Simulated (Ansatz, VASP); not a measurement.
# GaN in VASP and in Ansatz

POSCAR

```
GaN
1.0
    0.0000000000      2.1814839722      2.1814839722
    2.1814839722      0.0000000000      2.1814839722
    2.1814839722      2.1814839722      0.0000000000
Ga N
1 1
Direct
    0.0000000000      0.0000000000      0.0000000000
    0.2500000000      0.2500000000      0.2500000000
```

Contents of INCAR.step1:

```
PREC = Accurate
ENCUT = 520
ISMEAR = 0
SIGMA = 0.01
LREAL = F
LASPH = T
NELM = 60
NBANDS = 16
GGA = PE
ALGO = Normal
EDIFF = 1E-4
LWAVE = T
LCHARG = F
```

The input INCAR.step2:

```
PREC = Accurate
ENCUT = 520
EDIFF = 1E-7
ISMEAR = 0
SIGMA = 0.01
LREAL = F
LASPH = T
NELM = 60
ALGO = Normal
ISIF = 2
LWAVE = F
LCHARG = F
METAGGA = R2SCAN
LMIXTAU = T
NBANDS = 16
ISTART = 1
```

The input KPOINTS:

```
Automatic mesh
0
Gamma
  10 10 10
```

Input for Ansatz:

```yaml
crystal:
  lattice:
    - [0.0, 2.1814839722, 2.1814839722]
    - [2.1814839722, 0.0, 2.1814839722]
    - [2.1814839722, 2.1814839722, 0.0]
  atoms:
    - { symbol: Ga, position: [0.0, 0.0, 0.0] }
    - { symbol: "N", position: [0.25, 0.25, 0.25] }
kpoints:
  mp_grid: { grid: [10, 10, 10] }
  band_path:
    path:
      - [0.0, 0.0, 0.0]
      - [-0.5, -0.5, 0.0]
      - [-0.375, -0.375, 0.25]
      - [-0.375, 0.0, 0.375]
      - [0.0, 0.0, 0.5]
      - [-0.5, -0.25, 0.25]
    npoints: 1
hamiltonian:
  xc: r2scan
scf:
  occupations: { method: fixed }
  n_extra_bands: 4
output:
  forces: true
  stress: true
  eigenvalues: true
```

Change from the starting cell: hydrostatic strain -3.0%.

Alike in both runs: task single point; functional r2SCAN; k mesh 10 × 10 × 10; no spin polarisation.

|  | VASP | Ansatz |
| --- | --- | --- |
| version | VASP 6.6.1 | Ansatz 0.2.0 |
| potentials or method | VASP PAW PBE potentials, release 64 (Ga_d, N) | plane waves, PAW |
| plane-wave cutoff (eV) | 520 | 500 |
| occupations | gaussian, width 0.01 eV | fixed |
| valence electrons in the cell | 18 | 18 |

VASP gave:

| Property | Result |
| --- | --- |
| gap on the k mesh at the Fermi level (eV) | 2.77 |
| pressure (GPa) | 23.2 |

Task: What did Ansatz give for the same quantities?

Result: gap on the k mesh at the Fermi level (eV): 2.78; pressure (GPa): 21.8.

VASP's potentials were made for PBE, not for r2SCAN.
